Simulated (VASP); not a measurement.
# Ag (Fm-3m) in VASP: notebook

The runs below take Ag through relaxation of cell and atoms, with LDA.

All numbers are computed with VASP 6.6.1; they aren't measurements. Logs are shortened: lines on timing, memory, paths and dates and some standing lists are left out, and cuts for length are marked.

### Step 1. The cell of the first run

Symmetry: Fm-3m, No. 225, cubic system. The conventional cell has a = 3.980 Å, b = 3.980 Å, c = 3.980 Å, α = 90.00°, β = 90.00°, γ = 90.00°. Ag (site symmetry m-3m) has 12 Ag at 2.81 Å within 3.7 Å.

### Step 2. Relaxation of cell and atoms, LDA, target pressure 2.2 GPa, at which the enthalpy is minimised

INCAR reads:

```
SYSTEM = Ag
PREC = Accurate ; ENCUT = 600
EDIFF = 1E-6 ; ISMEAR = -1
SIGMA = 0.1 ; LREAL = .FALSE.
LASPH = .TRUE. ; NELM = 80
ALGO = Normal ; ISIF = 3
LWAVE = .FALSE. ; LCHARG = .FALSE.
GGA = CA ; IBRION = 2
NSW = 60 ; EDIFFG = -0.005
PSTRESS = 22.0
```

KPOINTS reads:

```
regular mesh
0
G
  17 17 17
  0 0 0
```

POSCAR reads:

```
Ag
1.0
    0.0000000000      1.9901576069      1.9901576069
    1.9901576069      0.0000000000      1.9901576069
    1.9901576069      1.9901576069      0.0000000000
Ag
1
Direct
    0.0000000000      0.0000000000      0.0000000000
```

Potentials or basis: VASP PAW LDA potentials, release 64 (Ag).

On the command line:

```bash
> cat potpaw_LDA.64/Ag/POTCAR > POTCAR
> mpirun -np 1 vasp_std > vasp.out
```

OUTCAR:

```text
SYSTEM = Ag
   PREC = Accurate
   ENCUT = 600
   EDIFF = 1E-6
   ISMEAR = -1
   LREAL = .FALSE.
   LASPH = .TRUE.
   NELM = 80
   ISIF = 3
   GGA = CA
   IBRION = 2
   NSW = 60
   EDIFFG = -0.005
   PSTRESS = 22.0

 ion  position               nearest neighbor table
   1  0.000  0.000  0.000-

  LATTYP: Found a face centered cubic cell.
 ALAT       =     3.9803152138

  Lattice vectors:

 A1 = (   0.0000000000,   1.9901576069,   1.9901576069)
 A2 = (   1.9901576069,   0.0000000000,   1.9901576069)
 A3 = (   1.9901576069,   1.9901576069,   0.0000000000)

Analysis of symmetry for initial positions (statically):
=====================================================================
 Subroutine PRICEL returns:
 Original cell was already a primitive cell.

 Routine SETGRP: Setting up the symmetry group for a
 face centered cubic supercell.

 Subroutine GETGRP returns: Found 48 space group operations
 (whereof 48 operations were pure point group operations)
 out of a pool of 48 trial point group operations.

The static configuration has the point symmetry O_h .

Analysis of symmetry for dynamics (positions and initial velocities):
=====================================================================
 Subroutine PRICEL returns:
 Original cell was already a primitive cell.

 Routine SETGRP: Setting up the symmetry group for a
 face centered cubic supercell.

 Subroutine GETGRP returns: Found 48 space group operations
 (whereof 48 operations were pure point group operations)
 out of a pool of 48 trial point group operations.

The dynamic configuration has the point symmetry O_h .

 Subroutine INISYM returns: Found 48 space group operations
 (whereof 48 operations are pure point group operations),
 and found     1 'primitive' translations

----------------------------------------------------------------------------------------

                                     Primitive cell

  volume of cell :      15.7649

  direct lattice vectors                    reciprocal lattice vectors
     0.000000000  1.990157607  1.990157607    -0.251236384  0.251236384  0.251236384
     1.990157607  0.000000000  1.990157607     0.251236384 -0.251236384  0.251236384
     1.990157607  1.990157607  0.000000000     0.251236384  0.251236384 -0.251236384

  length of vectors
     2.814507879  2.814507879  2.814507879     0.435154181  0.435154181  0.435154181

  position of ions in fractional coordinates (direct lattice)
     0.000000000  0.000000000  0.000000000
[... 84 lines left out ...]
   POTIM  = 0.5000    time-step for ionic-motion
   TEBEG  =    0.0;   TEEND  =   0.0 temperature during run
   PSTRESS=   22.0 pullay stress
   NELECT =      11.0000    total number of electrons
   NUPDOWN=      -1.0000    fix difference up-down
   EMIN   =  10.00;   EMAX   =-10.00  energy-range for DOS
   EFERMI =   0.00;   METHOD = LEGACY
   ISMEAR =    -1;   SIGMA  =   0.10  broadening in eV -4-tet -1-fermi 0-gaus
   EFERMI_NEDOS =   21; number of points for ismear=-14 and -15
   IALGO  =     38    algorithm
   IMIX   =      4    mixing-type and parameters
     AMIX     =   0.40;   BMIX     =  1.00
     AMIX_MAG =   1.60;   BMIX_MAG =  1.00
  volume/ion in A,a.u.               =      15.76       106.39
  Fermi-wavevector in a.u.,A,eV,Ry     =   1.452028  2.743935 28.686315  2.108385
  Thomas-Fermi vector in A             =   2.569457
   LORBIT       =      0    0 simple, 1 ext, 2 COOP (PROOUT), +10 PAW based schemes
   GGA     = CA    functional components
   LHFCALC =     F    Hartree Fock is set to
   AEXX    =    0.0000 exact exchange contribution
   IVDW    =     0    specifies the selected vdW correction
   LEPSILON=     F    determine dielectric tensor
   LRPA    =     F    only Hartree local field effects (RPA)
 conjugate gradient relaxation of ions
 non-spin polarized calculation
  energy-cutoff  :      600.00
  volume of cell :       15.76
 maximum number of plane-waves:       537
   NGX = 11   NGY = 11   NGZ = 11

--------------------------------------- Ionic step        1  -------------------------------------------

 number of electron      11.0000001 magnetization

 Free energy of the ion-electron system (eV)
  ---------------------------------------------------
  ext. energy  EPLUGINS =         0.00000000
  ---------------------------------------------------
  free energy    TOTEN  =        -3.78232128 eV

  energy without entropy =       -3.77222159  energy(sigma->0) =       -3.77727144

------------------------ aborting loop because EDIFF is reached ----------------------------------------

  FORCE on cell =-STRESS in cart. coord.  units (eV):
  Direction    XX          YY          ZZ          XY          YZ          ZX
  --------------------------------------------------------------------------------------
  -------------------------------------------------------------------------------------
  Total        0.2274709      0.2274709      0.2274709      0.0000000      0.0000000     -0.0000000
  in kB       23.1176694     23.1176694     23.1176694      0.0000000      0.0000000     -0.0000000
  external PRESSURE =       1.1176694 kB  Pullay stress =      22.0000000 kB
[... 61 lines left out ...]
--------------------------------------- Ionic step        3  -------------------------------------------

 number of electron      11.0000001 magnetization

 Free energy of the ion-electron system (eV)
  ---------------------------------------------------
  ext. energy  EPLUGINS =         0.00000000
  ---------------------------------------------------
  free energy    TOTEN  =        -3.78249685 eV

  energy without entropy =       -3.77238616  energy(sigma->0) =       -3.77744150

 E-fermi :   9.3871     XC(G=0): -13.0462

 val. band max:        9.3353040392   @ k =  -0.4118   0.1176   0.0000
 cond. band min:       9.3929405523   @ k =  -0.4706   0.1176   0.0588
 fundamental gap:      0.0576365132
 Fermi energy:         9.3871043869

 k-point     1 :       0.0000    0.0000    0.0000
  band No.  band energies     occupation
      1       0.8697      2.00000
      2       4.2104      2.00000
      3       4.2104      2.00000
      4       4.2104      2.00000
      5       5.4187      2.00000
      6       5.4187      2.00000
      7      25.4475      0.00000
      8      29.4178      0.00000
      9      29.4178      0.00000
[... 265 lines left out ...]
 k-point    24 :      -0.1176    0.0588    0.0000
  band No.  band energies     occupation
      1       1.5642      2.00000
      2       4.0321      2.00000
      3       4.3943      2.00000
      4       4.4248      2.00000
      5       5.2610      2.00000
      6       5.4825      2.00000
      7      25.1173      0.00000
      8      26.3513      0.00000
      9      28.8135      0.00000

 [... further k-points ...]
[... 5 lines left out ...]
  --------------------------------------------------------------------------------------
  -------------------------------------------------------------------------------------
  Total        0.2147874      0.2147874      0.2147874      0.0000000      0.0000000     -0.0000000
  in kB       21.8114146     21.8114146     21.8114146      0.0000000      0.0000000     -0.0000000
  external PRESSURE =      -0.1885854 kB  Pullay stress =      22.0000000 kB
[... 20 lines left out ...]
  energy  without entropy=       -3.7723861557  energy(sigma->0) =       -3.77744150

  enthalpy is  TOTEN    =        -3.5658523213 eV   P V=        0.2166445315

 reached required accuracy - stopping structural energy minimisation
```

CONTCAR:

```text
Ag
   1.00000000000000
     0.0000000000000000    1.9906819519191430    1.9906819519191430
     1.9906819519191430    0.0000000000000000    1.9906819519191430
     1.9906819519191430    1.9906819519191430   -0.0000000000000000
  Ag
     1
Direct
     0.0000000000000000    0.0000000000000000    0.0000000000000000

  0.00000000E+00  0.00000000E+00  0.00000000E+00
```

Wall time 12 s (1 thread of Intel Xeon 6975P-C (Granite Rapids), shared host); peak memory 0.15 GiB.

Results:

```
Free energy                                            : -3.7825 eV
Relaxed volume                                         : 15.78 Å³/atom
Relaxed cell                                           : a = 2.815 Å, b = 2.815 Å, c = 2.815 Å, α = 60.00°, β = 60.00°, γ = 60.00°
Space group after relaxing (to 0.05 Å)                 : Fm-3m (No. 225)
Energy change on relaxing (the enthalpy is what falls) : -0.2 meV/atom
Ionic steps                                            : 3
Pressure after relaxing                                : 2.2 GPa
```

Step by step:
```
step  energy change (eV)  largest force (eV/Å)  pressure (GPa)  volume (Å³)
   1              0.0000                0.0000            2.31        15.76
   2             -0.0003                0.0000            2.09        15.79
   3             -0.0002                0.0000            2.18        15.78
```

Final structure:
```
CELL_PARAMETERS angstrom
0.00000 1.99068 1.99068
1.99068 0.00000 1.99068
1.99068 1.99068 0.00000
ATOMIC_POSITIONS crystal
Ag 0.00000 0.00000 0.00000
```

Caveat: the cell is relaxed towards a set pressure, so the enthalpy falls and the energy may rise.

### Step 3. Relaxation of cell and atoms, LDA, target pressure 2.2 GPa, at which the enthalpy is minimised

INCAR reads:

```
PREC     = Accurate       # precision mode
ENCUT    = 600            # plane-wave cutoff, eV
EDIFF    = 1E-7           # SCF threshold, eV
ISMEAR   = -1             # smearing method
SIGMA    = 0.1            # smearing width, eV
LREAL    = False          # projectors in reciprocal space
LASPH    = True           # aspherical terms in the spheres
NELM     = 60             # most SCF steps
ALGO     = Normal         # electronic algorithm
ISIF     = 3              # what is computed and relaxed
LWAVE    = False          # write WAVECAR
LCHARG   = False          # write CHGCAR
IBRION   = 2              # ionic algorithm
NSW      = 32             # ionic steps
EDIFFG   = -0.005         # ionic threshold
PSTRESS  = 22.0
```

KPOINTS reads:

```
regular mesh
0
Gamma
  17 17 17
```

POSCAR is that of step 2.

Potentials or basis: VASP PAW LDA potentials, release 64 (Ag).

On the command line:

```bash
> cat potpaw_LDA.64/Ag/POTCAR > POTCAR
> mpirun -np 1 vasp_std > vasp.out
```

It took 13 s on 1 thread of Intel Xeon 6975P-C (Granite Rapids), shared host; peak memory 0.15 GiB.

It converged, with:

```
Free energy                                            : -3.7825 eV
Relaxed volume                                         : 15.78 Å³/atom
Relaxed cell                                           : a = 2.815 Å, b = 2.815 Å, c = 2.815 Å, α = 60.00°, β = 60.00°, γ = 60.00°
Space group after relaxing (to 0.05 Å)                 : Fm-3m (No. 225)
Energy change on relaxing (the enthalpy is what falls) : -0.2 meV/atom
Ionic steps                                            : 3
Pressure after relaxing                                : 2.2 GPa
```

Step by step:
```csv
step,energy change (eV),largest force (eV/Å),pressure (GPa),volume (Å³)
1,0.0000,0.0000,2.31,15.76
2,-0.0003,0.0000,2.08,15.79
3,-0.0002,0.0000,2.20,15.78
```

Final structure:
```
Ag
1.0
     0.00000    1.99066    1.99066
     1.99066    0.00000    1.99066
     1.99066    1.99066    0.00000
Ag
1
Direct
  0.00000 0.00000 0.00000
```

Levels at points of the mesh, in eV from the Fermi level:
| k point | band 2 | band 3 | band 4 | band 5 | band 6 | band 7 | band 8 | band 9 |
| --- | --- | --- | --- | --- | --- | --- | --- | --- |
| (0.00, 0.00, 0.00) | -5.18 | -5.18 | -5.18 | -3.97 | -3.97 | 16.06 | 20.03 | 20.03 |

Caveat: the cell is relaxed towards a set pressure, so the enthalpy falls and the energy may rise.
